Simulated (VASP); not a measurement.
# Si (P6/mmm) in VASP: further runs

Runs on Si. Level: PBE. Tasks: relaxation of shape and atoms at fixed volume.

Everything below comes from runs of VASP 6.6.1. Logs are shortened: lines on timing, memory, paths and dates and some standing lists are left out, and cuts for length are marked.

### Step 1. The cell of the first run

Symmetry: P6/mmm, No. 191, hexagonal system. Conventional cell: a = 4.132 Å, b = 4.132 Å, c = 2.402 Å, α = 90.00°, β = 90.00°, γ = 120.00°. Si (site symmetry 6/mmm) has 14 Si at 2.40 to 2.67 Å within 3.2 Å. Within 3.2 Å of Si (site symmetry -6m2) lie 11 Si at 2.39 to 2.67 Å.

This isn't the form of Si at room conditions, which is diamond.

### Step 2. Relaxation of shape and atoms at fixed volume, PBE

INCAR

```
ALGO     = Normal         # electronic algorithm
EDIFF    = 1E-7           # SCF threshold, eV
EDIFFG   = -0.005         # ionic threshold
ENCUT    = 600            # plane-wave cutoff, eV
GGA      = PE             # functional
IBRION   = 2              # ionic algorithm
ISIF     = 4              # what is computed and relaxed
ISMEAR   = -1             # smearing method
LASPH    = T              # aspherical terms in the spheres
LCHARG   = F              # write CHGCAR
LREAL    = F              # projectors in reciprocal space
LWAVE    = F              # write WAVECAR
NELM     = 80             # most SCF steps
NSW      = 50             # ionic steps
PREC     = Accurate       # precision mode
SIGMA    = 0.1            # smearing width, eV
```

KPOINTS

```
k-points
0
Gamma
  9 9 12
```

POSCAR

```
Si
1.0
    4.1316501217      0.0000000000      0.0000000000
   -2.0658250608      3.5781139649      0.0000000000
    0.0000000000      0.0000000000      2.4015449325
Si
3
Direct
    0.0000000000      0.0000000000      0.0000000000
    0.3333333333      0.6666666667      0.5000000000
    0.6666666667      0.3333333333      0.5000000000
```

Potentials or basis: VASP PAW PBE potentials, release 64 (Si).

Run with:

```bash
$ cat potpaw_PBE.64/Si/POTCAR > POTCAR
$ mpirun -np 1 vasp_std > vasp.out
```

OUTCAR:

```text
EDIFF = 1E-7
   EDIFFG = -0.005
   ENCUT = 600
   GGA = PE
   IBRION = 2
   ISIF = 4
   ISMEAR = -1
   LASPH = T
   LREAL = F
   NELM = 80
   NSW = 50
   PREC = Accurate

 ion  position               nearest neighbor table
   1  0.000  0.000  0.000-   2 2.67   3 2.67   2 2.67   3 2.67   2 2.67   2 2.67   3 2.67   3 2.67
                             3 2.67   3 2.67   2 2.67   2 2.67
   2  0.333  0.667  0.500-   3 2.39   3 2.39   3 2.39   1 2.67   1 2.67   1 2.67   1 2.67   1 2.67
                             1 2.67
   3  0.667  0.333  0.500-   2 2.39   2 2.39   2 2.39   1 2.67   1 2.67   1 2.67   1 2.67   1 2.67
                             1 2.67

  LATTYP: Found a hexagonal cell.
 ALAT       =     4.1316501217
 C/A-ratio  =     0.5812556392

  Lattice vectors:

 A1 = (   4.1316501217,   0.0000000000,   0.0000000000)
 A2 = (  -2.0658250608,   3.5781139649,   0.0000000000)
 A3 = (   0.0000000000,   0.0000000000,   2.4015449325)

Analysis of symmetry for initial positions (statically):
=====================================================================
 Subroutine PRICEL returns:
 Original cell was already a primitive cell.

 Routine SETGRP: Setting up the symmetry group for a
 hexagonal supercell.

 Subroutine GETGRP returns: Found 24 space group operations
 (whereof 24 operations were pure point group operations)
 out of a pool of 24 trial point group operations.

The static configuration has the point symmetry D_6h.

Analysis of symmetry for dynamics (positions and initial velocities):
=====================================================================
 Subroutine PRICEL returns:
 Original cell was already a primitive cell.

 Routine SETGRP: Setting up the symmetry group for a
 hexagonal supercell.

 Subroutine GETGRP returns: Found 24 space group operations
 (whereof 24 operations were pure point group operations)
 out of a pool of 24 trial point group operations.

The dynamic configuration has the point symmetry D_6h.

 Subroutine INISYM returns: Found 24 space group operations
 (whereof 24 operations are pure point group operations),
 and found     1 'primitive' translations

----------------------------------------------------------------------------------------

                                     Primitive cell

  volume of cell :      35.5033

  direct lattice vectors                    reciprocal lattice vectors
     4.131650122  0.000000000  0.000000000     0.242034047  0.139738422  0.000000000
    -2.065825061  3.578113965  0.000000000     0.000000000  0.279476844  0.000000000
     0.000000000  0.000000000  2.401544932     0.000000000  0.000000000  0.416398622

  length of vectors
     4.131650122  4.131650122  2.401544932     0.279476844  0.279476844  0.416398622

  position of ions in fractional coordinates (direct lattice)
     0.000000000  0.000000000  0.000000000
     0.333333333  0.666666667  0.500000000
     0.666666667  0.333333333  0.500000000

  ion indices of the primitive-cell ions
   primitive index   ion index
                 1           1
                 2           2
                 3           3

----------------------------------------------------------------------------------------

 KPOINTS: k-points

Automatic generation of k-mesh.
 Grid dimensions read from file:
 generate k-points for:    9    9   12

 Generating k-lattice:

  Cartesian coordinates                     Fractional coordinates (reciprocal lattice)
     0.026892672  0.015526491  0.000000000     0.111111111 -0.000000000  0.000000000
     0.000000000  0.031052983  0.000000000     0.000000000  0.111111111  0.000000000
     0.000000000  0.000000000  0.034699885     0.000000000  0.000000000  0.083333333

  Length of vectors
     0.031052983  0.031052983  0.034699885

  Shift w.r.t. Gamma in fractional coordinates (k-lattice)
     0.000000000  0.000000000  0.000000000

 Subroutine IBZKPT returns following result:
 ===========================================

 Found     84 irreducible k-points:

 Following reciprocal coordinates:
            Coordinates               Weight
  0.000000  0.000000  0.000000      1.000000
  0.111111  0.000000  0.000000      6.000000
  0.222222  0.000000  0.000000      6.000000
  0.333333  0.000000  0.000000      6.000000
  0.444444  0.000000  0.000000      6.000000
  0.111111  0.111111  0.000000      6.000000
[... 16 lines left out ...]
  0.333333  0.222222  0.083333     24.000000
  0.333333  0.333333  0.083333      4.000000
 [... further k-points ...]
   k-points           NKPTS =     84   k-points in BZ     NKDIM =     84   number of bands    NBANDS=     10
   number of dos      NEDOS =    301   number of ions     NIONS =      3
   total plane-waves  NPLWV =  25920
   dimension x,y,z NGX =    36 NGY =   36 NGZ =   20
   dimension x,y,z NGXF=    72 NGYF=   72 NGZF=   40
   ions per type =               3
   NGX,Y,Z   is equivalent  to a cutoff of  14.49, 14.49, 13.84 a.u.
   NGXF,Y,Z  is equivalent  to a cutoff of  28.97, 28.97, 27.69 a.u.
 SYSTEM =  unknown system
   PREC   = accura    normal or accurate (medium, high low for compatibility)
   ISTART =      0    job   : 0-new  1-cont  2-samecut
   ICHARG =      2    charge: 1-file 2-atom 10-const
   ISPIN  =      1    spin polarized calculation?
   LNONCOLLINEAR =      F non collinear calculations
   LSORBIT =      F    spin-orbit coupling
   LASPH  =      T    aspherical Exc in radial PAW
   ENCUT  =  600.0 eV  44.10 Ry    6.64 a.u.   8.25  8.25  4.80*2*pi/ulx,y,z
   NELM   =     80;   NELMIN=  2; NELMDL= -5     # of ELM steps
   EDIFF  = 0.1E-06   stopping-criterion for ELM
   LREAL  =      F    real-space projection
   EDIFFG = -.5E-02   stopping-criterion for IOM
   NSW    =     50    number of steps for IOM
   IBRION =      2    ionic relax: 0-MD 1-quasi-New 2-CG
   NFREE  =      1    steps in history (QN), initial steepest desc. (CG)
   ISIF   =      4    stress and relaxation
   ISYM   =      2    0-nonsym 1-usesym 2-fastsym
   POTIM  = 0.5000    time-step for ionic-motion
   TEBEG  =    0.0;   TEEND  =   0.0 temperature during run
   PSTRESS=    0.0 pullay stress
   NELECT =      12.0000    total number of electrons
   NUPDOWN=      -1.0000    fix difference up-down
   EMIN   =  10.00;   EMAX   =-10.00  energy-range for DOS
   EFERMI =   0.00;   METHOD = LEGACY
   ISMEAR =    -1;   SIGMA  =   0.10  broadening in eV -4-tet -1-fermi 0-gaus
   EFERMI_NEDOS =   21; number of points for ismear=-14 and -15
   IALGO  =     38    algorithm
   IMIX   =      4    mixing-type and parameters
     AMIX     =   0.40;   BMIX     =  1.00
     AMIX_MAG =   1.60;   BMIX_MAG =  1.00
  volume/ion in A,a.u.               =      11.83        79.86
  Fermi-wavevector in a.u.,A,eV,Ry     =   1.140370  2.154987 17.693610  1.300444
  Thomas-Fermi vector in A             =   2.277072
   LORBIT       =      0    0 simple, 1 ext, 2 COOP (PROOUT), +10 PAW based schemes
   GGA     = PE    functional components
   LHFCALC =     F    Hartree Fock is set to
   AEXX    =    0.0000 exact exchange contribution
   IVDW    =     0    specifies the selected vdW correction
   LEPSILON=     F    determine dielectric tensor
   LRPA    =     F    only Hartree local field effects (RPA)
 conjugate gradient relaxation of ions
 non-spin polarized calculation
  energy-cutoff  :      600.00
  volume of cell :       35.50
 maximum number of plane-waves:      1203
 NGX is ok and might be reduce to    36
   NGX = 17   NGY = 17   NGZ =  9

--------------------------------------- Ionic step        1  -------------------------------------------

 number of electron      12.0000000 magnetization

 Free energy of the ion-electron system (eV)
  ---------------------------------------------------
  ext. energy  EPLUGINS =         0.00000000
  ---------------------------------------------------
  free energy    TOTEN  =       -14.04526623 eV

  energy without entropy =      -14.00287476  energy(sigma->0) =      -14.02407050

------------------------ aborting loop because EDIFF is reached ----------------------------------------

  FORCE on cell =-STRESS in cart. coord.  units (eV):
  Direction    XX          YY          ZZ          XY          YZ          ZX
  --------------------------------------------------------------------------------------
  -------------------------------------------------------------------------------------
  Total        7.0955271      7.0955271      8.0744083      0.0000000      0.0000000     -0.0000000
  in kB      320.2040526    320.2040526    364.3786005      0.0000000      0.0000000     -0.0000000
  external PRESSURE =     334.9289019 kB  Pullay stress =       0.0000000 kB
[... 59 lines left out ...]
  energy  without entropy=      -14.0087989973  energy(sigma->0) =      -14.02922582

--------------------------------------- Ionic step        3  -------------------------------------------

 number of electron      12.0000000 magnetization

 Free energy of the ion-electron system (eV)
  ---------------------------------------------------
  ext. energy  EPLUGINS =         0.00000000
  ---------------------------------------------------
  free energy    TOTEN  =       -14.04978456 eV

  energy without entropy =      -14.00868768  energy(sigma->0) =      -14.02923612

 E-fermi :  12.9348     XC(G=0): -12.0168

 val. band max:       12.9272258285   @ k =   0.2222   0.0000   0.3333
 cond. band min:      12.9408914430   @ k =   0.4444   0.0000   0.4167
 fundamental gap:      0.0136656145
 Fermi energy:        12.9348284429

 k-point     1 :       0.0000    0.0000    0.0000
  band No.  band energies     occupation
      1      -3.4052      2.00000
      2       7.5308      2.00000
      3       7.5308      2.00000
      4       7.6006      2.00000
      5       7.6006      2.00000
      6       7.9906      2.00000
      7       8.2036      2.00000
      8      19.4921      0.00000
      9      20.5300      0.00000
     10      26.4599      0.00000
[... 287 lines left out ...]
 k-point    24 :       0.3333    0.3333    0.0833
  band No.  band energies     occupation
      1       0.4660      2.00000
      2       0.5888      2.00000
      3       0.5888      2.00000
      4      11.3053      2.00000
      5      11.5454      2.00000
      6      11.5454      2.00000
      7      19.0781      0.00000
      8      19.0781      0.00000
      9      19.6409      0.00000
     10      21.4559      0.00000

 [... further k-points ...]

------------------------ aborting loop because EDIFF is reached ----------------------------------------

  FORCE on cell =-STRESS in cart. coord.  units (eV):
  Direction    XX          YY          ZZ          XY          YZ          ZX
  --------------------------------------------------------------------------------------
  -------------------------------------------------------------------------------------
  Total        7.3669832      7.3669832      7.3687437      0.0000000      0.0000000     -0.0000000
  in kB      332.4542114    332.4542114    332.5336604      0.0000000      0.0000000     -0.0000000
  external PRESSURE =     332.4806944 kB  Pullay stress =       0.0000000 kB
[... 18 lines left out ...]
  FREE ENERGIE OF THE ION-ELECTRON SYSTEM (eV)
  ---------------------------------------------------
  free  energy   TOTEN  =       -14.0497845581 eV

  energy  without entropy=      -14.0086876751  energy(sigma->0) =      -14.02923612

 reached required accuracy - stopping structural energy minimisation
```

It took 34 s on 1 thread of Intel Xeon Platinum 8488C (Sapphire Rapids), shared host; peak memory 0.17 GiB.

Results:

| Property | Result |
| --- | --- |
| Free energy | -14.0498 eV |
| Energy gained by relaxing | 1.5 meV/atom |
| Ionic steps | 3 |
| Pressure after relaxing | 33.2 GPa |
| Band gap on the k mesh | zero (bands 6 and 7 overlap by 8.07 eV) |

Step by step:
```tsv
step	energy change (eV)	largest force (eV/Å)	pressure (GPa)	volume (Å³)
1	0.0000	0.0000	33.49	35.50
2	-0.0044	0.0000	33.21	35.50
3	-0.0045	0.0000	33.25	35.50
```

Final structure:
```cif
data_structure
_symmetry_space_group_name_H-M 'P 1'
_symmetry_Int_Tables_number 1
_cell_length_a 4.1131
_cell_length_b 4.1131
_cell_length_c 2.4232
_cell_angle_alpha 90.000
_cell_angle_beta 90.000
_cell_angle_gamma 120.000
_cell_volume 35.50
loop_
_atom_site_label
_atom_site_type_symbol
_atom_site_fract_x
_atom_site_fract_y
_atom_site_fract_z
_atom_site_occupancy
Si1 Si 0.00000 0.00000 0.00000 1
Si2 Si 0.33333 0.66667 0.50000 1
Si3 Si 0.66667 0.33333 0.50000 1
```

### Step 3. Relaxation of shape and atoms at fixed volume, PBE

This run uses another cell than the first one, of 13.31 Å³/atom.

INCAR

```
PREC     = Accurate       # precision mode
ENCUT    = 600            # plane-wave cutoff, eV
EDIFF    = 1E-6           # SCF threshold, eV
ISMEAR   = -1             # smearing method
SIGMA    = 0.1            # smearing width, eV
LREAL    = F              # projectors in reciprocal space
LASPH    = T              # aspherical terms in the spheres
NELM     = 80             # most SCF steps
ALGO     = Normal         # electronic algorithm
ISIF     = 4              # what is computed and relaxed
LWAVE    = F              # write WAVECAR
LCHARG   = F              # write CHGCAR
GGA      = PE             # functional
IBRION   = 2              # ionic algorithm
NSW      = 50             # ionic steps
EDIFFG   = -0.005         # ionic threshold
```

KPOINTS

```
Automatic mesh
0
Gamma
  9 9 12
```

POSCAR

```
Si
1.0
    4.2970892903      0.0000000000      0.0000000000
   -2.1485446452      3.7213884877      0.0000000000
    0.0000000000      0.0000000000      2.4977073822
Si
3
Direct
    0.0000000000      0.0000000000      0.0000000000
    0.3333333333      0.6666666667      0.5000000000
    0.6666666667      0.3333333333      0.5000000000
```

Potentials or basis: VASP PAW PBE potentials, release 64 (Si).

Run with:

```bash
$ cat potpaw_PBE.64/Si/POTCAR > POTCAR
$ mpirun -np 1 vasp_std > vasp.out
```

Wall time 22 s (1 thread of Intel Xeon Platinum 8488C (Sapphire Rapids), shared host); peak memory 0.17 GiB.

Results (log left out):

| Property | Result |
| --- | --- |
| Free energy | -14.6535 eV |
| Energy gained by relaxing | 0.2 meV/atom |
| Ionic steps | 2 |
| Pressure after relaxing | 12.2 GPa |
| Band gap on the k mesh | zero (bands 6 and 7 overlap by 7.80 eV) |

The path:
| step | energy change (eV) | largest force (eV/Å) | pressure (GPa) | volume (Å³) |
| --- | --- | --- | --- | --- |
| 1 | 0.0000 | 0.0000 | 12.29 | 39.94 |
| 2 | -0.0007 | 0.0000 | 12.22 | 39.94 |

Final structure:
```
Si
1.0
     4.28924    0.00000    0.00000
    -2.14462    3.71459    0.00000
     0.00000    0.00000    2.50686
Si
3
Direct
  0.00000 0.00000 0.00000
  0.33333 0.66667 0.50000
  0.66667 0.33333 0.50000
```

Levels at points of the mesh, in eV from the Fermi level:
```csv
k point,band 3,band 4,band 5,band 6,band 7,band 8,band 9,band 10
"(0.00, 0.00, 0.00)",-4.92,-4.81,-4.81,-4.73,-4.73,6.17,7.45,12.13
"(0.00, 0.00, 0.50)",-0.75,-0.75,-0.70,-0.34,0.70,0.70,0.79,0.79
```
